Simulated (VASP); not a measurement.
Input of a VASP 6.6.1 run:

File INCAR:

```
PREC = Accurate ; ENCUT = 520
EDIFF = 1E-7 ; ISMEAR = -1
SIGMA = 0.05 ; LREAL = Auto
LASPH = True ; NELM = 60
ALGO = Normal ; ISIF = 2
LWAVE = False ; LCHARG = False
GGA = PS ; NBANDS = 48
NELECT = 66.0
```

Contents of KPOINTS:

```
Automatic mesh
0
Gamma
  2 2 2
```

Contents of POSCAR:

```
LiSi16
1.0
    0.0000000000      5.4300000000      5.4300000000
    5.4300000000      0.0000000000      5.4300000000
    5.4300000000      5.4300000000      0.0000000000
Si Li
16 1
Direct
   -0.0074217311      0.0169797422      0.0089318600
    0.1607182320      0.1260220994      0.1099079190
    0.0291804788     -0.0261786372      0.4878360958
    0.0848250460      0.1208287293      0.6407734807
    0.0417863720      0.4970534070     -0.0174033149
    0.1368139963      0.6370165746      0.1468876611
    0.0200092081      0.4888858195      0.5235082873
    0.1974953959      0.5836648250      0.6060773481
    0.5310773481     -0.0073020258     -0.0363075506
    0.6401012891      0.1554235727      0.1086648250
    0.4805985267      0.0278176796      0.4941712707
    0.6640147330      0.1062062615      0.6058011050
    0.5155801105      0.5109208103     -0.0171454880
    0.6657642726      0.6102946593      0.1148066298
    0.5633149171      0.4747882136      0.4906629834
    0.6387200737      0.6518324125      0.5950000000
    0.3848618785      0.8896869245      0.8272191529
```

Potentials or basis: VASP PAW PBE potentials, release 64 (Si, Li_sv).

Command:

```bash
$ cat potpaw_PBE.64/Si/POTCAR potpaw_PBE.64/Li_sv/POTCAR > POTCAR
$ mpirun -np 1 vasp_std > vasp.out
```

Question: Estimate the largest force.

Answer: 2.988 eV/Å.

Forces in eV/Å, atoms in the order of the input:
```
Si  -0.519  1.194  0.225
Si   0.178 -0.285 -0.314
Si  -1.501  0.213 -0.248
Si   0.101  0.850  1.394
Si   0.722  0.392  0.548
Si  -1.055 -0.676 -0.551
Si  -0.430 -1.338 -0.407
Si   1.761 -0.063  0.163
Si   1.686  2.447  0.321
Si  -0.376 -0.700 -2.628
Si  -1.507 -1.896  1.472
Si  -0.274 -0.744 -0.004
Si   0.600 -0.174  0.489
Si  -0.253 -0.551  0.297
Si  -0.574 -0.821  0.008
Si   0.402  1.349  0.286
Li   1.039  0.802 -1.051
```

Caveat: the k points lie up to 0.50 Å⁻¹ apart; the cell carries a net charge on a neutralising background, which shifts energy and pressure; the PAW data sets were made with another functional, which shifts forces and pressure a little.
